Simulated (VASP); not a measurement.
# C in VASP: further runs

Runs on C. Level: r2SCAN. Tasks: single point.

All numbers are computed with VASP 6.6.1; they aren't measurements. Logs are shortened: lines on timing, memory, paths and dates and some standing lists are left out, and cuts for length are marked.

## (1) The cell of the first run

The cell holds a slab with vacuum, 2 atoms: a = 2.417 Å, b = 2.498 Å, c = 8.355 Å, α = 91.38°, β = 89.39°, γ = 121.70°.

## (2) Single point, r2SCAN

POSCAR

```
C
1.0
    2.4160200000     -0.0597500000      0.0124700000
   -1.2597500000      2.1572100000     -0.0294700000
    0.0432700000     -0.0931300000      8.3542200000
C
2
Direct
    0.3274677646      0.6503192646     -0.0002588697
    0.6538000000      0.3207100000      0.9977100000
```

INCAR.step1

```
  ALGO = Normal
  EDIFF = 1E-4
  ENCUT = 520
  GGA = PE
  ISMEAR = -1
  LASPH = True
  LCHARG = False
  LREAL = False
  LWAVE = True
  NBANDS = 11
  NELM = 80
  PREC = Accurate
  SIGMA = 0.15
```

INCAR.step2

```
  ALGO = Normal
  EDIFF = 1E-6
  ENCUT = 520
  ISIF = 2
  ISMEAR = -1
  ISTART = 1
  LASPH = True
  LCHARG = True
  LELF = True
  LMIXTAU = True
  LREAL = False
  LVHAR = True
  LWAVE = False
  METAGGA = R2SCAN
  NBANDS = 11
  NELM = 80
  PREC = Accurate
  SIGMA = 0.15
```

KPOINTS

```
k-points
0
Gamma
  9 9 3
```

Potentials or basis: VASP PAW PBE potentials, release 64 (C).

Started as:

```console
> cat potpaw_PBE.64/C/POTCAR > POTCAR
> cp INCAR.step1 INCAR
> mpirun -np 1 vasp_std > vasp.out
> cp INCAR.step2 INCAR
> mpirun -np 1 vasp_std > vasp.out
```

OUTCAR:

```text
EDIFF = 1E-6
   ENCUT = 520
   ISIF = 2
   ISMEAR = -1
   ISTART = 1
   LASPH = True
   LREAL = False
   METAGGA = R2SCAN
   NELM = 80
   PREC = Accurate

 ion  position               nearest neighbor table
   1  0.327  0.650  1.000-   2 1.39   2 1.41   2 1.43
   2  0.654  0.321  0.998-   1 1.39   1 1.41   1 1.43

  LATTYP: Found a triclinic cell.
 ALAT       =     2.3951174845
 B/A-ratio  =     1.7170795498
 C/A-ratio  =     3.4882844694
 COS(alpha) =     0.0021258175
 COS(beta)  =     0.0143585298
 COS(gamma) =     0.8532459394

  Lattice vectors:

 A1 = (   1.1562700000,   2.0974600000,  -0.0170000000)
 A2 = (   3.5722900000,   2.0377100000,  -0.0045300000)
 A3 = (  -0.0432700000,   0.0931300000,  -8.3542200000)

Analysis of symmetry for initial positions (statically):
=====================================================================
 Subroutine PRICEL returns:
 Original cell was already a primitive cell.

 Routine SETGRP: Setting up the symmetry group for a
 triclinic supercell.

 Subroutine GETGRP returns: Found  2 space group operations
 (whereof  1 operations were pure point group operations)
 out of a pool of  2 trial point group operations.

The static configuration has the point symmetry C_1 .
 The point group associated with its full space group is S_2 .

Analysis of symmetry for dynamics (positions and initial velocities):
=====================================================================
 Subroutine PRICEL returns:
 Original cell was already a primitive cell.

 Routine SETGRP: Setting up the symmetry group for a
 triclinic supercell.

 Subroutine GETGRP returns: Found  2 space group operations
 (whereof  1 operations were pure point group operations)
 out of a pool of  2 trial point group operations.

The dynamic configuration has the point symmetry C_1 .
 The point group associated with its full space group is S_2 .

 Subroutine INISYM returns: Found  2 space group operations
 (whereof  1 operations are pure point group operations),
 and found     1 'primitive' translations

----------------------------------------------------------------------------------------

                                     Primitive cell

  volume of cell :      42.9060

  direct lattice vectors                    reciprocal lattice vectors
     2.416020000 -0.059750000  0.012470000     0.419966344  0.245256174  0.000558851
    -1.259750000  2.157210000 -0.029470000     0.011606854  0.470410624  0.005183861
     0.043270000 -0.093130000  8.354220000    -0.000585923  0.001293317  0.119717436

  length of vectors
     2.416790890  2.498278113  8.354851124     0.486335927  0.470582349  0.119725856

  position of ions in fractional coordinates (direct lattice)
     0.327467765  0.650319265  0.999741130
     0.653800000  0.320710000  0.997710000

  ion indices of the primitive-cell ions
   primitive index   ion index
                 1           1
                 2           2

----------------------------------------------------------------------------------------

 KPOINTS: k-points

Automatic generation of k-mesh.
 Grid dimensions read from file:
 generate k-points for:    9    9    3

 Generating k-lattice:

  Cartesian coordinates                     Fractional coordinates (reciprocal lattice)
     0.046662927  0.027250686  0.000062095     0.111111111  0.000000000 -0.000000000
     0.001289650  0.052267847  0.000575985    -0.000000000  0.111111111 -0.000000000
    -0.000195308  0.000431106  0.039905812     0.000000000  0.000000000  0.333333333

  Length of vectors
     0.054037325  0.052286928  0.039908619

  Shift w.r.t. Gamma in fractional coordinates (k-lattice)
     0.000000000  0.000000000  0.000000000

 Subroutine IBZKPT returns following result:
 ===========================================

 Found    122 irreducible k-points:

 Following reciprocal coordinates:
            Coordinates               Weight
  0.000000  0.000000  0.000000      1.000000
  0.111111 -0.000000  0.000000      2.000000
  0.222222 -0.000000  0.000000      2.000000
  0.333333 -0.000000  0.000000      2.000000
  0.444444 -0.000000  0.000000      2.000000
  0.000000  0.111111  0.000000      2.000000
[... 16 lines left out ...]
 -0.111111  0.222222 -0.000000      2.000000
  0.000000  0.333333  0.000000      2.000000
 [... further k-points ...]
   k-points           NKPTS =    122   k-points in BZ     NKDIM =    122   number of bands    NBANDS=     11
   number of dos      NEDOS =    301   number of ions     NIONS =      2
   total plane-waves  NPLWV =  23040
   dimension x,y,z NGX =    18 NGY =   20 NGZ =   64
   dimension x,y,z NGXF=    36 NGYF=   40 NGZF=  128
   ions per type =               2
   NGX,Y,Z   is equivalent  to a cutoff of  12.38, 13.31, 12.73 a.u.
   NGXF,Y,Z  is equivalent  to a cutoff of  24.76, 26.62, 25.47 a.u.
 SYSTEM =  unknown system
   PREC   = accura    normal or accurate (medium, high low for compatibility)
   ISTART =      1    job   : 0-new  1-cont  2-samecut
   ICHARG =      0    charge: 1-file 2-atom 10-const
   ISPIN  =      1    spin polarized calculation?
   LNONCOLLINEAR =      F non collinear calculations
   LSORBIT =      F    spin-orbit coupling
   LASPH  =      T    aspherical Exc in radial PAW
   ENCUT  =  520.0 eV  38.22 Ry    6.18 a.u.   4.49  4.65 15.53*2*pi/ulx,y,z
   NELM   =     80;   NELMIN=  2; NELMDL=  0     # of ELM steps
   EDIFF  = 0.1E-05   stopping-criterion for ELM
   LREAL  =      F    real-space projection
   EDIFFG = 0.1E-04   stopping-criterion for IOM
   NSW    =      0    number of steps for IOM
   IBRION =     -1    ionic relax: 0-MD 1-quasi-New 2-CG
   NFREE  =      0    steps in history (QN), initial steepest desc. (CG)
   ISIF   =      2    stress and relaxation
   ISYM   =      2    0-nonsym 1-usesym 2-fastsym
   POTIM  = 0.5000    time-step for ionic-motion
   TEBEG  =    0.0;   TEEND  =   0.0 temperature during run
   PSTRESS=    0.0 pullay stress
   NELECT =       8.0000    total number of electrons
   NUPDOWN=      -1.0000    fix difference up-down
   EMIN   =  10.00;   EMAX   =-10.00  energy-range for DOS
   EFERMI =   0.00;   METHOD = LEGACY
   ISMEAR =    -1;   SIGMA  =   0.15  broadening in eV -4-tet -1-fermi 0-gaus
   EFERMI_NEDOS =   21; number of points for ismear=-14 and -15
   IALGO  =     38    algorithm
   IMIX   =      4    mixing-type and parameters
     AMIX     =   0.40;   BMIX     =  1.00
     AMIX_MAG =   1.60;   BMIX_MAG =  1.00
  volume/ion in A,a.u.               =      21.45       144.77
  Fermi-wavevector in a.u.,A,eV,Ry     =   0.935260  1.767385 11.901164  0.874711
  Thomas-Fermi vector in A             =   2.062149
   LORBIT       =      0    0 simple, 1 ext, 2 COOP (PROOUT), +10 PAW based schemes
   METAGGA = R2SCAN    functional components
   LHFCALC =     F    Hartree Fock is set to
   AEXX    =    0.0000 exact exchange contribution
   IVDW    =     0    specifies the selected vdW correction
   LEPSILON=     F    determine dielectric tensor
   LRPA    =     F    only Hartree local field effects (RPA)
 non-spin polarized calculation
  energy-cutoff  :      520.00
  volume of cell :       42.91
 maximum number of plane-waves:      1177
 NGX is ok and might be reduce to    18
   NGX =  9   NGY =  9   NGZ = 31

 number of electron       8.0000000 magnetization

 Free energy of the ion-electron system (eV)
  ---------------------------------------------------
  ext. energy  EPLUGINS =         0.00000000
  ---------------------------------------------------
  free energy    TOTEN  =       -19.74777829 eV

  energy without entropy =      -19.74172207  energy(sigma->0) =      -19.74475018

 E-fermi :  -0.5310     XC(G=0):  -5.1865

 val. band max:       -0.8010082755   @ k =   0.3333   0.3333   0.0000
 cond. band min:      -0.2608276450   @ k =   0.3333   0.3333   0.3333
 fundamental gap:      0.5401806306
 Fermi energy:        -0.5309622355

 k-point     1 :       0.0000    0.0000    0.0000
  band No.  band energies     occupation
      1     -21.6203      2.00000
      2      -8.8600      2.00000
      3      -4.2124      2.00000
      4      -3.2857      2.00000
      5       2.7435      0.00000
      6       5.3131      0.00000
      7       6.8683      0.00000
      8       7.9387      0.00000
      9       8.5633      0.00000
     10      12.2546      0.00000
     11      13.5559      0.00000

 k-point     2 :       0.1111   -0.0000    0.0000
  band No.  band energies     occupation
      1     -21.2885      2.00000
      2      -8.4626      2.00000
      3      -4.9854      2.00000
      4      -4.3637      2.00000
      5       3.1771      0.00000
      6       5.7362      0.00000
      7       7.2705      0.00000
      8       8.0755      0.00000
      9       9.5469      0.00000
     10      11.1839      0.00000
     11      14.3071      0.00000

 k-point     3 :       0.2222   -0.0000    0.0000
  band No.  band energies     occupation
      1     -20.2992      2.00000
      2      -7.3466      2.00000
      3      -7.2792      2.00000
      4      -6.1218      2.00000
      5       4.4759      0.00000
      6       6.9906      0.00000
      7       7.2780      0.00000
      8       8.4370      0.00000
      9       8.6999      0.00000
     10      13.0173      0.00000
     11      15.5117      0.00000

 k-point     4 :       0.3333   -0.0000    0.0000
  band No.  band energies     occupation
      1     -18.6743      2.00000
      2     -10.5317      2.00000
      3      -7.3621      2.00000
      4      -5.4218      2.00000
      5       5.1126      0.00000
      6       6.4975      0.00000
      7       6.7379      0.00000
      8       9.0815      0.00000
      9      10.7125      0.00000
     10      16.4660      0.00000
     11      16.9065      0.00000
[... 239 lines left out ...]
 k-point    22 :      -0.2222    0.2222   -0.0000
  band No.  band energies     occupation
      1     -20.4138      2.00000
      2      -8.1538      2.00000
      3      -7.4102      2.00000
      4      -5.1243      2.00000
      5       4.3324      0.00000
      6       6.8232      0.00000
      7       8.0782      0.00000
      8       8.4304      0.00000
      9       9.1051      0.00000
     10      12.4280      0.00000
     11      15.4489      0.00000

 k-point    23 :      -0.1111    0.2222   -0.0000
  band No.  band energies     occupation
      1     -20.7289      2.00000
      2      -7.7924      2.00000
      3      -6.7959      2.00000
      4      -5.4946      2.00000
      5       3.9141      0.00000
      6       6.4453      0.00000
      7       7.9650      0.00000
      8       9.1840      0.00000
      9       9.5307      0.00000
     10      11.7120      0.00000
     11      14.6978      0.00000

 k-point    24 :       0.0000    0.3333    0.0000
  band No.  band energies     occupation
      1     -18.8735      2.00000
      2     -10.9439      2.00000
      3      -6.6604      2.00000
      4      -5.6837      2.00000
      5       4.8639      0.00000
      6       6.3855      0.00000
      7       8.1763      0.00000
      8       8.8938      0.00000
      9      10.4901      0.00000
     10      15.6063      0.00000
     11      16.5651      0.00000

 [... further k-points ...]
[... 5 lines left out ...]
  --------------------------------------------------------------------------------------
  -------------------------------------------------------------------------------------
  Total        2.1973178      0.5290828     -0.0188215      2.2307289      0.0157072     -0.0253742
  in kB       82.0513542     19.7567973     -0.7028246     83.2989769      0.5865334     -0.9475125
  external PRESSURE =      33.7017756 kB  Pullay stress =       0.0000000 kB

 VOLUME and BASIS-vectors are now :
 -----------------------------------------------------------------------------
  energy-cutoff  :      520.00
  volume of cell :       42.91
      direct lattice vectors                 reciprocal lattice vectors
     2.416020000 -0.059750000  0.012470000     0.419966344  0.245256174  0.000558851
    -1.259750000  2.157210000 -0.029470000     0.011606854  0.470410624  0.005183861
     0.043270000 -0.093130000  8.354220000    -0.000585923  0.001293317  0.119717436

 POSITION                                       TOTAL-FORCE (eV/Angst)
 -----------------------------------------------------------------------------------
      0.01519      1.29020      8.33698        -0.713433      0.626267     -0.303353
      1.21875      0.55986      8.33379         0.713433     -0.626267      0.303353
 -----------------------------------------------------------------------------------
    total drift:                                0.000009      0.000018      0.000006

  FREE ENERGIE OF THE ION-ELECTRON SYSTEM (eV)
  ---------------------------------------------------
  free  energy   TOTEN  =       -19.7477782909 eV

  energy  without entropy=      -19.7417220669  energy(sigma->0) =      -19.74475018
```

Wall time 3.8 min (1 thread of Intel Xeon 6975P-C (Granite Rapids), shared host); peak memory 0.19 GiB.

Results:

| Property | Result |
| --- | --- |
| Free energy | -19.7478 eV |
| Largest force | 0.997 eV/Å |
| Band gap on the k mesh | 0.54 eV, direct |

Forces in eV/Å, atoms in the order of the input:
```
C   -0.713  0.626 -0.303
C    0.713 -0.626  0.303
```

Caveat: the PAW data sets were made with another functional, which shifts forces and pressure a little.

## (3) Single point, r2SCAN

POSCAR: that of step 2 with these lines changed.

```diff
@@ -8,3 +8,3 @@
 Direct
-    0.3274677646      0.6503192646     -0.0002588697
+    0.3274789416      0.6504229418      0.0021354790
     0.6538000000      0.3207100000      0.9977100000
```

INCAR.step1

```
SYSTEM = C
  PREC = Accurate
  ENCUT = 520
  ISMEAR = -1
  SIGMA = 0.15
  LREAL = .FALSE.
  LASPH = .TRUE.
  NELM = 60
  NBANDS = 11
  GGA = PE
  ALGO = Normal
  EDIFF = 1E-4
  LWAVE = .TRUE.
  LCHARG = .FALSE.
```

INCAR.step2

```
SYSTEM = C
  PREC = Accurate
  ENCUT = 520
  EDIFF = 1E-6
  ISMEAR = -1
  SIGMA = 0.15
  LREAL = .FALSE.
  LASPH = .TRUE.
  NELM = 60
  ALGO = Normal
  ISIF = 2
  LWAVE = .FALSE.
  LCHARG = .FALSE.
  METAGGA = R2SCAN
  LMIXTAU = .TRUE.
  NBANDS = 11
  ISTART = 1
```

KPOINTS

```
regular mesh
0
G
  9 9 3
  0 0 0
```

Potentials or basis: VASP PAW PBE potentials, release 64 (C).

Started as:

```console
> cat potpaw_PBE.64/C/POTCAR > POTCAR
> cp INCAR.step1 INCAR
> mpirun -np 1 vasp_std > vasp.out
> cp INCAR.step2 INCAR
> mpirun -np 1 vasp_std > vasp.out
```

It took 3.9 min on 1 thread of Intel Xeon 6975P-C (Granite Rapids), shared host; peak memory 0.18 GiB.

The run converged. Its results:

| Quantity | Value |
| --- | --- |
| Free energy | -19.7383 eV |
| Largest force | 1.156 eV/Å |
| Band gap on the k mesh | 0.54 eV, direct |

Forces in eV/Å, atoms in the order of the input:
```
C   -0.717  0.632 -0.649
C    0.717 -0.632  0.649
```

Levels at points of the mesh, in eV from the valence-band top:
```csv
k point,band 1,band 2,band 3,band 4,band 5,band 6,band 7,band 8
"(0.00, 0.00, 0.00)",-20.81,-8.05,-3.40,-2.47,3.54,6.12,7.65,8.74
```

Caveat: the PAW data sets were made with another functional, which shifts forces and pressure a little.
